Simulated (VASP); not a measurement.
# BaTiO3 (P1) in VASP: settings compared

BaTiO3 is run at these levels: PBE, r2SCAN; tasks: single point.

Program: VASP 6.6.1. These are calculated values, not measurements. Logs are shortened: lines on timing, memory, paths and dates and some standing lists are left out, and cuts for length are marked.

## Step 1: The cell of the first run

The typed cell holds 5 atoms: a = 4.007 Å, b = 4.007 Å, c = 4.007 Å, α = 90.00°, β = 90.00°, γ = 90.00°.

## Step 2: Single point, PBE

Contents of INCAR:

```
ALGO     = Normal         # electronic algorithm
EDIFF    = 1E-7           # SCF threshold, eV
ENCUT    = 520            # plane-wave cutoff, eV
GGA      = PE             # functional
ISIF     = 2              # what is computed and relaxed
ISMEAR   = -1             # smearing method
LASPH    = T              # aspherical terms in the spheres
LCHARG   = F              # write CHGCAR
LREAL    = F              # projectors in reciprocal space
LWAVE    = F              # write WAVECAR
NBANDS   = 28             # bands
NELM     = 80             # most SCF steps
PREC     = Accurate       # precision mode
SIGMA    = 0.05           # smearing width, eV
```

Contents of KPOINTS:

```
k-points
0
Gamma
  7 7 7
```

Contents of POSCAR:

```
BaTiO3
1.0
    4.0073000000      0.0000000000      0.0000000000
    0.0000000000      4.0073000000      0.0000000000
    0.0000000000      0.0000000000      4.0073000000
Ba Ti O
1 1 3
Direct
    0.5090294500      0.4552911200      0.5066787400
    0.9437351000      0.0699797700      0.9543125000
    0.5205349200      0.0068319800      0.0554319400
    0.0126470200      0.4919678200      0.0527235900
    0.0140535100      0.9759293100      0.4308532400
```

Potentials or basis: VASP PAW PBE potentials, release 64 (Ba_sv, Ti_sv, O).

Started as:

```
> cat potpaw_PBE.64/Ba_sv/POTCAR potpaw_PBE.64/Ti_sv/POTCAR potpaw_PBE.64/O/POTCAR > POTCAR
> mpirun -np 1 vasp_std > vasp.out
```

OUTCAR:

```text
EDIFF = 1E-7
   ENCUT = 520
   GGA = PE
   ISIF = 2
   ISMEAR = -1
   LASPH = T
   LREAL = F
   NELM = 80
   PREC = Accurate

 ion  position               nearest neighbor table
   1  0.509  0.455  0.507-   3 2.55   4 2.70   4 2.72   5 2.78   5 2.81   3 2.84   3 2.86   5 2.89
                             5 2.92   2 2.94   4 2.96   4 2.98   3 3.12   2 3.21   2 3.28   2 3.51
   2  0.944  0.070  0.954-   4 1.76   3 1.76   5 1.97   5 2.15   3 2.36   4 2.37   1 2.94   1 3.21
                             1 3.28   1 3.51   1 3.52   1 3.74   1 3.80
   3  0.521  0.007  0.055-   2 1.76   2 2.36   1 2.55   1 2.84   1 2.86   1 3.12
   4  0.013  0.492  0.053-   2 1.76   2 2.37   1 2.70   1 2.72   1 2.96   1 2.98
   5  0.014  0.976  0.431-   2 1.97   2 2.15   1 2.78   1 2.81   1 2.89   1 2.92

  LATTYP: Found a simple cubic cell.
 ALAT       =     4.0073000000

  Lattice vectors:

 A1 = (   4.0073000000,   0.0000000000,   0.0000000000)
 A2 = (   0.0000000000,   4.0073000000,   0.0000000000)
 A3 = (   0.0000000000,   0.0000000000,   4.0073000000)

Analysis of symmetry for initial positions (statically):
=====================================================================
 Subroutine PRICEL returns:
 Original cell was already a primitive cell.

 Routine SETGRP: Setting up the symmetry group for a
 simple cubic supercell.

 Subroutine GETGRP returns: Found  1 space group operations
 (whereof  1 operations were pure point group operations)
 out of a pool of 48 trial point group operations.

The static configuration has the point symmetry C_1 .

Analysis of symmetry for dynamics (positions and initial velocities):
=====================================================================
 Subroutine PRICEL returns:
 Original cell was already a primitive cell.

 Routine SETGRP: Setting up the symmetry group for a
 simple cubic supercell.

 Subroutine GETGRP returns: Found  1 space group operations
 (whereof  1 operations were pure point group operations)
 out of a pool of 48 trial point group operations.

The dynamic configuration has the point symmetry C_1 .

 Subroutine INISYM returns: Found  1 space group operations
 (whereof  1 operations are pure point group operations),
 and found     1 'primitive' translations

----------------------------------------------------------------------------------------

                                     Primitive cell

  volume of cell :      64.3510

  direct lattice vectors                    reciprocal lattice vectors
     4.007300000  0.000000000  0.000000000     0.249544581  0.000000000  0.000000000
     0.000000000  4.007300000  0.000000000     0.000000000  0.249544581  0.000000000
     0.000000000  0.000000000  4.007300000     0.000000000  0.000000000  0.249544581

  length of vectors
     4.007300000  4.007300000  4.007300000     0.249544581  0.249544581  0.249544581

  position of ions in fractional coordinates (direct lattice)
     0.509029450  0.455291120  0.506678740
     0.943735100  0.069979770  0.954312500
     0.520534920  0.006831980  0.055431940
     0.012647020  0.491967820  0.052723590
     0.014053510  0.975929310  0.430853240

  ion indices of the primitive-cell ions
   primitive index   ion index
                 1           1
                 2           2
                 3           3
                 4           4
                 5           5

----------------------------------------------------------------------------------------

 KPOINTS: k-points

Automatic generation of k-mesh.
 Grid dimensions read from file:
 generate k-points for:    7    7    7

 Generating k-lattice:

  Cartesian coordinates                     Fractional coordinates (reciprocal lattice)
     0.035649226  0.000000000  0.000000000     0.142857143  0.000000000  0.000000000
     0.000000000  0.035649226  0.000000000     0.000000000  0.142857143  0.000000000
     0.000000000  0.000000000  0.035649226     0.000000000  0.000000000  0.142857143

  Length of vectors
     0.035649226  0.035649226  0.035649226

  Shift w.r.t. Gamma in fractional coordinates (k-lattice)
     0.000000000  0.000000000  0.000000000

 Subroutine IBZKPT returns following result:
 ===========================================

 Found    172 irreducible k-points:

 Following reciprocal coordinates:
            Coordinates               Weight
  0.000000  0.000000  0.000000      1.000000
  0.142857  0.000000  0.000000      2.000000
  0.000000  0.142857  0.000000      2.000000
  0.000000  0.000000  0.142857      2.000000
  0.285714  0.000000  0.000000      2.000000
  0.000000  0.285714  0.000000      2.000000
[... 16 lines left out ...]
  0.000000 -0.285714  0.142857      2.000000
 -0.142857  0.000000  0.285714      2.000000
 [... further k-points ...]
   k-points           NKPTS =    172   k-points in BZ     NKDIM =    172   number of bands    NBANDS=     28
   number of dos      NEDOS =    301   number of ions     NIONS =      5
   total plane-waves  NPLWV =  27000
   dimension x,y,z NGX =    30 NGY =   30 NGZ =   30
   dimension x,y,z NGXF=    60 NGYF=   60 NGZF=   60
   ions per type =               1   1   3
   NGX,Y,Z   is equivalent  to a cutoff of  12.45, 12.45, 12.45 a.u.
   NGXF,Y,Z  is equivalent  to a cutoff of  24.89, 24.89, 24.89 a.u.
 SYSTEM =  unknown system
   PREC   = accura    normal or accurate (medium, high low for compatibility)
   ISTART =      0    job   : 0-new  1-cont  2-samecut
   ICHARG =      2    charge: 1-file 2-atom 10-const
   ISPIN  =      1    spin polarized calculation?
   LNONCOLLINEAR =      F non collinear calculations
   LSORBIT =      F    spin-orbit coupling
   LASPH  =      T    aspherical Exc in radial PAW
   ENCUT  =  520.0 eV  38.22 Ry    6.18 a.u.   7.45  7.45  7.45*2*pi/ulx,y,z
   NELM   =     80;   NELMIN=  2; NELMDL= -5     # of ELM steps
   EDIFF  = 0.1E-06   stopping-criterion for ELM
   LREAL  =      F    real-space projection
   EDIFFG = 0.1E-05   stopping-criterion for IOM
   NSW    =      0    number of steps for IOM
   IBRION =     -1    ionic relax: 0-MD 1-quasi-New 2-CG
   NFREE  =      0    steps in history (QN), initial steepest desc. (CG)
   ISIF   =      2    stress and relaxation
   ISYM   =      2    0-nonsym 1-usesym 2-fastsym
   POTIM  = 0.5000    time-step for ionic-motion
   TEBEG  =    0.0;   TEEND  =   0.0 temperature during run
   PSTRESS=    0.0 pullay stress
   NELECT =      40.0000    total number of electrons
   NUPDOWN=      -1.0000    fix difference up-down
   EMIN   =  10.00;   EMAX   =-10.00  energy-range for DOS
   EFERMI =   0.00;   METHOD = LEGACY
   ISMEAR =    -1;   SIGMA  =   0.05  broadening in eV -4-tet -1-fermi 0-gaus
   EFERMI_NEDOS =   21; number of points for ismear=-14 and -15
   IALGO  =     38    algorithm
   IMIX   =      4    mixing-type and parameters
     AMIX     =   0.40;   BMIX     =  1.00
     AMIX_MAG =   1.60;   BMIX_MAG =  1.00
  volume/ion in A,a.u.               =      12.87        86.85
  Fermi-wavevector in a.u.,A,eV,Ry     =   1.397150  2.640230 26.558947  1.952028
  Thomas-Fermi vector in A             =   2.520434
   LORBIT       =      0    0 simple, 1 ext, 2 COOP (PROOUT), +10 PAW based schemes
   GGA     = PE    functional components
   LHFCALC =     F    Hartree Fock is set to
   AEXX    =    0.0000 exact exchange contribution
   IVDW    =     0    specifies the selected vdW correction
   LEPSILON=     F    determine dielectric tensor
   LRPA    =     F    only Hartree local field effects (RPA)
 non-spin polarized calculation
  energy-cutoff  :      520.00
  volume of cell :       64.35
 maximum number of plane-waves:      1759
 NGX is ok and might be reduce to    30
   NGX = 15   NGY = 15   NGZ = 15

 number of electron      40.0000008 magnetization

 Free energy of the ion-electron system (eV)
  ---------------------------------------------------
  ext. energy  EPLUGINS =         0.00000000
  ---------------------------------------------------
  free energy    TOTEN  =       -37.98015354 eV

  energy without entropy =      -37.98015354  energy(sigma->0) =      -37.98015354

 E-fermi :   5.0894     XC(G=0): -11.1952

 val. band max:        4.0543259633   @ k =  -0.4286   0.4286   0.4286
 cond. band min:       6.8147103940   @ k =  -0.2857   0.2857   0.2857
 fundamental gap:      2.7603844307
 Fermi energy:         5.0894108814

 k-point     1 :       0.0000    0.0000    0.0000
  band No.  band energies     occupation
      1     -52.1857      2.00000
      2     -28.5905      2.00000
      3     -28.5692      2.00000
      4     -28.4272      2.00000
      5     -21.2558      2.00000
      6     -13.0857      2.00000
[... 20 lines left out ...]
     27       9.4116      0.00000
     28      10.5676      0.00000

 k-point     2 :       0.1429    0.0000    0.0000
  band No.  band energies     occupation
      1     -52.1855      2.00000
      2     -28.5994      2.00000
      3     -28.5691      2.00000
      4     -28.4267      2.00000
      5     -21.2344      2.00000
      6     -13.0820      2.00000
[... 20 lines left out ...]
     27       9.6503      0.00000
     28      11.0060      0.00000

 k-point     3 :       0.0000    0.1429    0.0000
  band No.  band energies     occupation
      1     -52.1855      2.00000
      2     -28.5910      2.00000
      3     -28.5770      2.00000
      4     -28.4267      2.00000
      5     -21.2354      2.00000
      6     -13.0855      2.00000
[... 20 lines left out ...]
     27       9.7073      0.00000
     28      11.0379      0.00000

 k-point     4 :       0.0000    0.0000    0.1429
  band No.  band energies     occupation
      1     -52.1855      2.00000
      2     -28.5901      2.00000
      3     -28.5686      2.00000
      4     -28.4365      2.00000
      5     -21.2339      2.00000
      6     -13.1319      2.00000
[... 578 lines left out ...]
     27      10.5293      0.00000
     28      11.9366      0.00000

 k-point    23 :       0.0000   -0.2857    0.1429
  band No.  band energies     occupation
      1     -52.1848      2.00000
      2     -28.6002      2.00000
      3     -28.5851      2.00000
      4     -28.4347      2.00000
      5     -21.1709      2.00000
      6     -13.1138      2.00000
[... 20 lines left out ...]
     27      10.5562      0.00000
     28      11.8891      0.00000

 k-point    24 :      -0.1429    0.0000    0.2857
  band No.  band energies     occupation
      1     -52.1848      2.00000
      2     -28.5977      2.00000
      3     -28.5671      2.00000
      4     -28.4562      2.00000
      5     -21.1675      2.00000
      6     -13.1945      2.00000
[... 20 lines left out ...]
     27      10.4627      0.00000
     28      11.9847      0.00000

 [... further k-points ...]

------------------------ aborting loop because EDIFF is reached ----------------------------------------

  FORCE on cell =-STRESS in cart. coord.  units (eV):
  Direction    XX          YY          ZZ          XY          YZ          ZX
  --------------------------------------------------------------------------------------
  -------------------------------------------------------------------------------------
  Total        7.7180123      6.9344923      2.2604082     -0.7943782     -0.4568304      0.7214594
  in kB      192.1588899    172.6512315     56.2784184    -19.7779987    -11.3739167     17.9625042
  external PRESSURE =     140.3628466 kB  Pullay stress =       0.0000000 kB

 VOLUME and BASIS-vectors are now :
 -----------------------------------------------------------------------------
  energy-cutoff  :      520.00
  volume of cell :       64.35
      direct lattice vectors                 reciprocal lattice vectors
     4.007300000  0.000000000  0.000000000     0.249544581  0.000000000  0.000000000
     0.000000000  4.007300000  0.000000000     0.000000000  0.249544581  0.000000000
     0.000000000  0.000000000  4.007300000     0.000000000  0.000000000  0.249544581

 POSITION                                       TOTAL-FORCE (eV/Angst)
 -----------------------------------------------------------------------------------
      2.03983      1.82449      2.03041        -1.008909      2.108548     -0.667963
      3.78183      0.28043      3.82422         2.614608     -3.349226      1.356331
      2.08594      0.02738      0.22213        -1.162038     -0.135068     -2.266875
      0.05068      1.97146      0.21128        -0.230290      0.735649     -2.167476
      0.05632      3.91084      1.72656        -0.213371      0.640098      3.745983
 -----------------------------------------------------------------------------------
    total drift:                                0.000148      0.000017      0.000554

  FREE ENERGIE OF THE ION-ELECTRON SYSTEM (eV)
  ---------------------------------------------------
  free  energy   TOTEN  =       -37.9801535414 eV

  energy  without entropy=      -37.9801535413  energy(sigma->0) =      -37.98015354
```

Run time: 11 min. Hardware: 1 thread of AMD EPYC 7R13, shared host; peak memory 0.37 GiB.

Results:

```
Free energy            : -37.9802 eV
Pressure               : 14.0 GPa
Largest force          : 4.460 eV/Å
Band gap on the k mesh : 2.76 eV (least direct gap 2.93 eV)
```

Forces on the atoms (eV/Å):
```
Ba  -1.009  2.109 -0.668
Ti   2.615 -3.349  1.356
O   -1.162 -0.135 -2.267
O   -0.230  0.736 -2.167
O   -0.213  0.640  3.746
```

Stress tensor (GPa, compression positive):
```
19.22 -1.98  1.80
-1.98 17.27 -1.14
 1.80 -1.14  5.63
```

Levels at points of the mesh, in eV from the valence-band top:
```
           k point  band 16  band 17  band 18  band 19  band 20  band 21  band 22  band 23  band 24  band 25
(0.00, 0.00, 0.00)    -2.03    -1.60    -1.05    -0.55    -0.38     2.86     3.17     3.41     4.65     4.81
```

Caveat: the stress differs along the axes, from 6 to 19 GPa; spin-orbit coupling is left out, which moves the levels of the heavy elements; forces of over 1 eV/Å act on the atoms, so gaps and moduli don't describe the material at rest. A k mesh can miss the band edges.

## Step 3: Single point, r2SCAN

POSCAR is that of step 2.

Contents of INCAR.step1:

```
ALGO     = Normal         # electronic algorithm
EDIFF    = 1E-4           # SCF threshold, eV
ENCUT    = 520            # plane-wave cutoff, eV
GGA      = PE             # functional
ISMEAR   = -1             # smearing method
LASPH    = T              # aspherical terms in the spheres
LCHARG   = F              # write CHGCAR
LREAL    = F              # projectors in reciprocal space
LWAVE    = T              # write WAVECAR
NBANDS   = 28             # bands
NELM     = 100            # most SCF steps
PREC     = Accurate       # precision mode
SIGMA    = 0.05           # smearing width, eV
```

Contents of INCAR.step2:

```
ALGO     = Normal         # electronic algorithm
EDIFF    = 1E-6           # SCF threshold, eV
ENCUT    = 520            # plane-wave cutoff, eV
ISIF     = 2              # what is computed and relaxed
ISMEAR   = -1             # smearing method
ISTART   = 1            
LASPH    = T              # aspherical terms in the spheres
LCHARG   = F              # write CHGCAR
LMIXTAU  = T            
LREAL    = F              # projectors in reciprocal space
LWAVE    = F              # write WAVECAR
METAGGA  = R2SCAN         # meta-GGA
NBANDS   = 28             # bands
NELM     = 100            # most SCF steps
PREC     = Accurate       # precision mode
SIGMA    = 0.05           # smearing width, eV
```

KPOINTS is that of step 2.

Potentials or basis: VASP PAW PBE potentials, release 64 (Ba_sv, Ti_sv, O).

Started as:

```
> cat potpaw_PBE.64/Ba_sv/POTCAR potpaw_PBE.64/Ti_sv/POTCAR potpaw_PBE.64/O/POTCAR > POTCAR
> cp INCAR.step1 INCAR
> mpirun -np 1 vasp_std > vasp.out
> cp INCAR.step2 INCAR
> mpirun -np 1 vasp_std > vasp.out
```

It took 6.9 min on 1 thread of Intel Xeon 6975P-C (Granite Rapids), shared host; peak memory 0.4 GiB.

It converged, with:

```
Free energy            : -72.1063 eV
Pressure               : 11.4 GPa
Largest force          : 4.721 eV/Å
Band gap on the k mesh : 3.13 eV (least direct gap 3.31 eV)
```

Forces in eV/Å, atoms in the order of the input:
```
Ba  -1.056  2.239 -0.693
Ti   2.721 -3.502  1.620
O   -1.117 -0.113 -2.451
O   -0.287  0.654 -2.340
O   -0.261  0.721  3.864
```

Stress tensor (GPa, compression positive):
```
16.82 -2.11  1.81
-2.11 14.66 -1.02
 1.81 -1.02  2.63
```

Levels at points of the mesh, in eV from the valence-band top:
```tsv
k point	band 18	band 19	band 20	band 21	band 22	band 23
(0.00, 0.00, 0.00)	-1.06	-0.56	-0.39	3.27	3.56	3.81
```

Caveat: the stress differs along the axes, from 3 to 17 GPa; the PAW data sets were made with another functional, which shifts forces and pressure a little; spin-orbit coupling is left out, which moves the levels of the heavy elements.
